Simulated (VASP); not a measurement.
# SnSe (P4/nmm) in VASP: notebook

Runs on SnSe. Level: r2SCAN. Tasks: single point.

Program: VASP 6.6.1. These are calculated values, not measurements. Logs are shortened: lines on timing, memory, paths and dates and some standing lists are left out, and cuts for length are marked.

## 1. The cell of the first run

The structure is tetragonal, space group P4/nmm (No. 129). The conventional cell has a = 4.344 Å, b = 4.344 Å, c = 10.696 Å, α = 90.00°, β = 90.00°, γ = 90.00°. Sn (site symmetry 4mm) has 5 Se at 2.61 to 3.07 Å within 3.4 Å. Within 3.4 Å of Se (site symmetry 4mm) lie 5 Sn at 2.61 to 3.07 Å.

## 2. Single point, r2SCAN

Input file POSCAR:

```
SnSe
1.0
    4.3440378300      0.0000000000      0.0000000000
    0.0000000000      4.3440378300      0.0000000000
    0.0000000000      0.0000000000     10.6956175369
Sn Se
2 2
Direct
    0.5000000000      0.0000000000      0.3722291100
    0.0000000000      0.5000000000      0.6277708900
    0.5000000000      0.0000000000      0.6160394900
    0.0000000000      0.5000000000      0.3839605100
```

Input file INCAR.step1:

```
ALGO     = Normal         # electronic algorithm
EDIFF    = 1E-4           # SCF threshold, eV
ENCUT    = 520            # plane-wave cutoff, eV
GGA      = PE             # functional
ISMEAR   = 0              # smearing method
LASPH    = True           # aspherical terms in the spheres
LCHARG   = False          # write CHGCAR
LREAL    = False          # projectors in reciprocal space
LWAVE    = True           # write WAVECAR
NBANDS   = 28             # bands
NELM     = 80             # most SCF steps
PREC     = Accurate       # precision mode
SIGMA    = 0.05           # smearing width, eV
```

Input file INCAR.step2:

```
ALGO     = Normal         # electronic algorithm
EDIFF    = 1E-7           # SCF threshold, eV
ENCUT    = 520            # plane-wave cutoff, eV
ISIF     = 2              # what is computed and relaxed
ISMEAR   = 0              # smearing method
ISTART   = 1            
LASPH    = True           # aspherical terms in the spheres
LCHARG   = False          # write CHGCAR
LMIXTAU  = True         
LREAL    = False          # projectors in reciprocal space
LWAVE    = False          # write WAVECAR
METAGGA  = R2SCAN         # meta-GGA
NBANDS   = 28             # bands
NELM     = 80             # most SCF steps
PREC     = Accurate       # precision mode
SIGMA    = 0.05           # smearing width, eV
```

Input file KPOINTS:

```
k-points
0
Gamma
  8 8 4
```

Potentials or basis: VASP PAW PBE potentials, release 64 (Sn_d, Se).

Run with:

```bash
$ cat potpaw_PBE.64/Sn_d/POTCAR potpaw_PBE.64/Se/POTCAR > POTCAR
$ cp INCAR.step1 INCAR
$ mpirun -np 1 vasp_std > vasp.out
$ cp INCAR.step2 INCAR
$ mpirun -np 1 vasp_std > vasp.out
```

OUTCAR:

```text
EDIFF = 1E-7
   ENCUT = 520
   ISIF = 2
   ISMEAR = 0
   ISTART = 1
   LASPH = True
   LREAL = False
   METAGGA = R2SCAN
   NELM = 80
   PREC = Accurate

 ion  position               nearest neighbor table
   1  0.500  0.000  0.372-   3 2.61   4 3.07   4 3.07   4 3.07   4 3.07
   2  0.000  0.500  0.628-   4 2.61   3 3.07   3 3.07   3 3.07   3 3.07
   3  0.500  0.000  0.616-   1 2.61   2 3.07   2 3.07   2 3.07   2 3.07
   4  0.000  0.500  0.384-   2 2.61   1 3.07   1 3.07   1 3.07   1 3.07

  LATTYP: Found a simple tetragonal cell.
 ALAT       =     4.3440378300
 C/A-ratio  =     2.4621372915

  Lattice vectors:

 A1 = (   4.3440378300,   0.0000000000,   0.0000000000)
 A2 = (   0.0000000000,   4.3440378300,   0.0000000000)
 A3 = (   0.0000000000,   0.0000000000,  10.6956175369)

Analysis of symmetry for initial positions (statically):
=====================================================================
 Subroutine PRICEL returns:
 Original cell was already a primitive cell.

 Routine SETGRP: Setting up the symmetry group for a
 simple tetragonal supercell.

 Subroutine GETGRP returns: Found 16 space group operations
 (whereof  8 operations were pure point group operations)
 out of a pool of 16 trial point group operations.

The static configuration has the point symmetry D_2d.
 The point group associated with its full space group is D_4h.

Analysis of symmetry for dynamics (positions and initial velocities):
=====================================================================
 Subroutine PRICEL returns:
 Original cell was already a primitive cell.

 Routine SETGRP: Setting up the symmetry group for a
 simple tetragonal supercell.

 Subroutine GETGRP returns: Found 16 space group operations
 (whereof  8 operations were pure point group operations)
 out of a pool of 16 trial point group operations.

The dynamic configuration has the point symmetry D_2d.
 The point group associated with its full space group is D_4h.

 Subroutine INISYM returns: Found 16 space group operations
 (whereof  8 operations are pure point group operations),
 and found     1 'primitive' translations

----------------------------------------------------------------------------------------

                                     Primitive cell

[... 90 lines left out ...]
   LSORBIT =      F    spin-orbit coupling
   LASPH  =      T    aspherical Exc in radial PAW
   ENCUT  =  520.0 eV  38.22 Ry    6.18 a.u.   8.08  8.08 19.89*2*pi/ulx,y,z
   NELM   =     80;   NELMIN=  2; NELMDL=  0     # of ELM steps
   EDIFF  = 0.1E-06   stopping-criterion for ELM
   LREAL  =      F    real-space projection
   EDIFFG = 0.1E-05   stopping-criterion for IOM
   NSW    =      0    number of steps for IOM
   IBRION =     -1    ionic relax: 0-MD 1-quasi-New 2-CG
   NFREE  =      0    steps in history (QN), initial steepest desc. (CG)
   ISIF   =      2    stress and relaxation
   ISYM   =      2    0-nonsym 1-usesym 2-fastsym
   POTIM  = 0.5000    time-step for ionic-motion
   TEBEG  =    0.0;   TEEND  =   0.0 temperature during run
   PSTRESS=    0.0 pullay stress
   NELECT =      40.0000    total number of electrons
   NUPDOWN=      -1.0000    fix difference up-down
   EMIN   =  10.00;   EMAX   =-10.00  energy-range for DOS
   EFERMI =   0.00;   METHOD = LEGACY
   ISMEAR =     0;   SIGMA  =   0.05  broadening in eV -4-tet -1-fermi 0-gaus
   EFERMI_NEDOS =   21; number of points for ismear=-14 and -15
   IALGO  =     38    algorithm
   IMIX   =      4    mixing-type and parameters
     AMIX     =   0.40;   BMIX     =  1.00
     AMIX_MAG =   1.60;   BMIX_MAG =  1.00
  volume/ion in A,a.u.               =      50.46       340.51
  Fermi-wavevector in a.u.,A,eV,Ry     =   0.954473  1.803693 12.395171  0.911019
  Thomas-Fermi vector in A             =   2.083223
   LORBIT       =      0    0 simple, 1 ext, 2 COOP (PROOUT), +10 PAW based schemes
   METAGGA = R2SCAN    functional components
   LHFCALC =     F    Hartree Fock is set to
   AEXX    =    0.0000 exact exchange contribution
   IVDW    =     0    specifies the selected vdW correction
   LEPSILON=     F    determine dielectric tensor
   LRPA    =     F    only Hartree local field effects (RPA)
 non-spin polarized calculation
 Gauss-broadening in eV      SIGMA  =   0.05
  energy-cutoff  :      520.00
  volume of cell :      201.83
 maximum number of plane-waves:      5512
   NGX = 17   NGY = 17   NGZ = 39

 number of electron      40.0000001 magnetization

 Free energy of the ion-electron system (eV)
  ---------------------------------------------------
  ext. energy  EPLUGINS =         0.00000000
  ---------------------------------------------------
  free energy    TOTEN  =       -79.52919929 eV

  energy without entropy =      -79.52919929  energy(sigma->0) =      -79.52919929

 E-fermi :   0.7898     XC(G=0):  -6.2429

 val. band max:        0.4856397528   @ k =   0.3750   0.0000   0.5000
 cond. band min:       1.8418214164   @ k =   0.3750   0.0000   0.5000
 fundamental gap:      1.3561816636
 Fermi energy:         0.7898129264

 k-point     1 :       0.0000    0.0000    0.0000
  band No.  band energies     occupation
      1     -21.3769      2.00000
      2     -21.3721      2.00000
      3     -21.3709      2.00000
      4     -21.3638      2.00000
      5     -21.3364      2.00000
      6     -21.3018      2.00000
[... 733 lines left out ...]
     27       6.9709      0.00000
     28       6.9709      0.00000

 [... further k-points ...]

------------------------ aborting loop because EDIFF is reached ----------------------------------------

  FORCE on cell =-STRESS in cart. coord.  units (eV):
  Direction    XX          YY          ZZ          XY          YZ          ZX
  --------------------------------------------------------------------------------------
  -------------------------------------------------------------------------------------
  Total       -0.8273496     -0.8273496      2.0322502      0.0000000      0.0000000      0.0000000
  in kB       -6.5675982     -6.5675982     16.1322408      0.0000000      0.0000000      0.0000000
  external PRESSURE =       0.9990148 kB  Pullay stress =       0.0000000 kB

 VOLUME and BASIS-vectors are now :
 -----------------------------------------------------------------------------
  energy-cutoff  :      520.00
  volume of cell :      201.83
      direct lattice vectors                 reciprocal lattice vectors
     4.344037830  0.000000000  0.000000000     0.230200574  0.000000000  0.000000000
     0.000000000  4.344037830  0.000000000     0.000000000  0.230200574  0.000000000
     0.000000000  0.000000000 10.695617537     0.000000000  0.000000000  0.093496238

 POSITION                                       TOTAL-FORCE (eV/Angst)
 -----------------------------------------------------------------------------------
      2.17202      0.00000      3.98122         0.000000      0.000000     -0.398239
      0.00000      2.17202      6.71440        -0.000000      0.000000      0.398239
      2.17202      0.00000      6.58892        -0.000000     -0.000000      0.393692
      0.00000      2.17202      4.10669        -0.000000      0.000000     -0.393692
 -----------------------------------------------------------------------------------
    total drift:                                0.000000      0.000000      0.000000

  FREE ENERGIE OF THE ION-ELECTRON SYSTEM (eV)
  ---------------------------------------------------
  free  energy   TOTEN  =       -79.5291992944 eV

  energy  without entropy=      -79.5291992944  energy(sigma->0) =      -79.52919929
```

OUTCAR.step1:

```text
EDIFF = 1E-4
   ENCUT = 520
   GGA = PE
   ISMEAR = 0
[... 975 lines left out ...]
      2.17202      0.00000      3.98122         0.000000     -0.000000     -0.558836
      0.00000      2.17202      6.71440        -0.000000      0.000000      0.558836
      2.17202      0.00000      6.58892         0.000000      0.000000      0.662664
      0.00000      2.17202      4.10669        -0.000000     -0.000000     -0.662664
 -----------------------------------------------------------------------------------
    total drift:                                0.000000      0.000000      0.000000

  FREE ENERGIE OF THE ION-ELECTRON SYSTEM (eV)
  ---------------------------------------------------
  free  energy   TOTEN  =       -16.1908275826 eV

  energy  without entropy=      -16.1908275826  energy(sigma->0) =      -16.19082758
```

OSZICAR.step1:

```text
N       E                     dE             d eps       ncg     rms          rms(c)
DAV:   1     0.339727500331E+03    0.33973E+03   -0.18661E+04  2624   0.145E+03
DAV:   2     0.303417114023E+02   -0.30939E+03   -0.30125E+03  2696   0.361E+02
DAV:   3    -0.144539556150E+02   -0.44796E+02   -0.43684E+02  3068   0.144E+02
DAV:   4    -0.166496711307E+02   -0.21957E+01   -0.21854E+01  2976   0.336E+01
DAV:   5    -0.167102087060E+02   -0.60538E-01   -0.60519E-01  3360   0.593E+00    0.462E+00
DAV:   6    -0.162234669995E+02    0.48674E+00   -0.11131E+00  3400   0.537E+00    0.286E+00
DAV:   7    -0.162026758348E+02    0.20791E-01   -0.33797E-01  3016   0.236E+00    0.123E+00
DAV:   8    -0.161938913564E+02    0.87845E-02   -0.36459E-02  2840   0.126E+00    0.257E-01
DAV:   9    -0.161904310704E+02    0.34603E-02   -0.68429E-03  2936   0.487E-01    0.121E-01
DAV:  10    -0.161893182817E+02    0.11128E-02   -0.27783E-03  2372   0.204E-01    0.455E-02
DAV:  11    -0.161899073296E+02   -0.58905E-03   -0.12041E-03  2208   0.139E-01    0.584E-02
DAV:  12    -0.161907772954E+02   -0.86997E-03   -0.43800E-04  2128   0.110E-01    0.168E-02
DAV:  13    -0.161908275826E+02   -0.50287E-04   -0.51453E-05  1972   0.538E-02
   1 F= -.16190828E+02 E0= -.16190828E+02  d E =-.320281E-18
```

Wall time 6.2 min (1 thread of Intel Xeon 6975P-C (Granite Rapids), shared host); peak memory 0.45 GiB.

Results:

```
Free energy            : -79.5292 eV
Pressure               : 0.1 GPa
Largest force          : 0.398 eV/Å
Band gap on the k mesh : 1.36 eV
```

Forces in eV/Å, atoms in the order of the input:
```
Sn   0.000  0.000 -0.398
Sn   0.000  0.000  0.398
Se   0.000  0.000  0.394
Se   0.000  0.000 -0.394
```

Levels at points of the mesh, in eV from the valence-band top:
```
           k point  band 16  band 17  band 18  band 19  band 20  band 21  band 22  band 23  band 24  band 25
(0.00, 0.00, 0.00)    -3.28    -3.28    -1.77    -1.77    -0.40     2.11     4.10     4.24     4.37     4.37
(0.50, 0.00, 0.00)    -2.49    -1.76    -1.76    -0.37    -0.37     1.75     1.75     2.23     2.23     3.72
(0.50, 0.50, 0.00)    -4.94    -3.16    -3.16    -1.83    -1.83     4.22     4.22     4.94     4.94     5.20
(0.00, 0.00, 0.50)    -3.28    -3.28    -1.77    -1.77    -0.40     1.92     4.10     4.37     4.37     5.26
(0.50, 0.00, 0.50)    -2.48    -1.76    -1.76    -0.37    -0.37     1.75     1.75     2.23     2.23     3.61
(0.50, 0.50, 0.50)    -4.94    -3.16    -3.16    -1.83    -1.83     4.17     4.17     4.91     4.91     5.29
```

Caveat: the PAW data sets were made with another functional, which shifts forces and pressure a little; spin-orbit coupling is left out, which moves the levels of the heavy elements. A k mesh can miss the band edges.

## 3. Single point, r2SCAN

This run uses another cell than the first one, of the same volume but with other edges.

Input file POSCAR:

```
SnSe
1.0
    4.2161971463      0.0000000000      0.0000000000
    0.0000000000      4.2161971463      0.0000000000
    0.0000000000      0.0000000000     11.3540614930
Sn Se
2 2
Direct
    0.5000000000      0.0000000000      0.3722291100
    0.0000000000      0.5000000000      0.6277708900
    0.5000000000      0.0000000000      0.6160394900
    0.0000000000      0.5000000000      0.3839605100
```

Input file INCAR.step1:

```
ALGO = Normal ; EDIFF = 1E-4
ENCUT = 520 ; GGA = PE
ISMEAR = 0 ; LASPH = True
LCHARG = False ; LREAL = False
LWAVE = True ; NBANDS = 28
NELM = 80 ; PREC = Accurate
SIGMA = 0.05
```

Input file INCAR.step2:

```
ALGO = Normal ; EDIFF = 1E-7
ENCUT = 520 ; ISIF = 2
ISMEAR = 0 ; ISTART = 1
LASPH = True ; LCHARG = False
LMIXTAU = True ; LREAL = False
LWAVE = False ; METAGGA = R2SCAN
NBANDS = 28 ; NELM = 80
PREC = Accurate ; SIGMA = 0.05
```

KPOINTS is that of step 2.

Potentials or basis: VASP PAW PBE potentials, release 64 (Sn_d, Se).

Run with:

```bash
$ cat potpaw_PBE.64/Sn_d/POTCAR potpaw_PBE.64/Se/POTCAR > POTCAR
$ cp INCAR.step1 INCAR
$ mpirun -np 1 vasp_std > vasp.out
$ cp INCAR.step2 INCAR
$ mpirun -np 1 vasp_std > vasp.out
```

It took 6.9 min on 1 thread of Intel Xeon 6975P-C (Granite Rapids), shared host; peak memory 0.45 GiB.

Results (log left out):

- Free energy: -79.5130 eV
- Largest force: 0.338 eV/Å
- Band gap on the k mesh: 1.24 eV (least direct gap 1.29 eV)

Forces in eV/Å, atoms in the order of the input:
```
Sn   0.000  0.000  0.290
Sn   0.000  0.000 -0.290
Se   0.000  0.000 -0.338
Se   0.000  0.000  0.338
```

Levels at points of the mesh, in eV from the valence-band top:
```tsv
k point	band 17	band 18	band 19	band 20	band 21	band 22	band 23	band 24
(0.00, 0.00, 0.00)	-3.47	-2.28	-2.28	-0.64	1.34	3.72	3.96	4.84
(0.50, 0.00, 0.00)	-1.89	-1.89	-0.26	-0.26	1.54	1.54	2.02	2.02
(0.50, 0.50, 0.00)	-3.92	-3.92	-2.11	-2.11	3.38	3.38	4.74	4.74
(0.00, 0.00, 0.50)	-3.47	-2.28	-2.28	-0.65	1.24	3.96	4.57	4.80
(0.50, 0.00, 0.50)	-1.89	-1.89	-0.26	-0.26	1.54	1.54	2.02	2.02
(0.50, 0.50, 0.50)	-3.92	-3.92	-2.11	-2.11	3.36	3.36	4.78	4.78
```

Caveat: there is no dipole correction, which matters where the two faces differ; the PAW data sets were made with another functional, which shifts forces and pressure a little; spin-orbit coupling is left out, which moves the levels of the heavy elements.
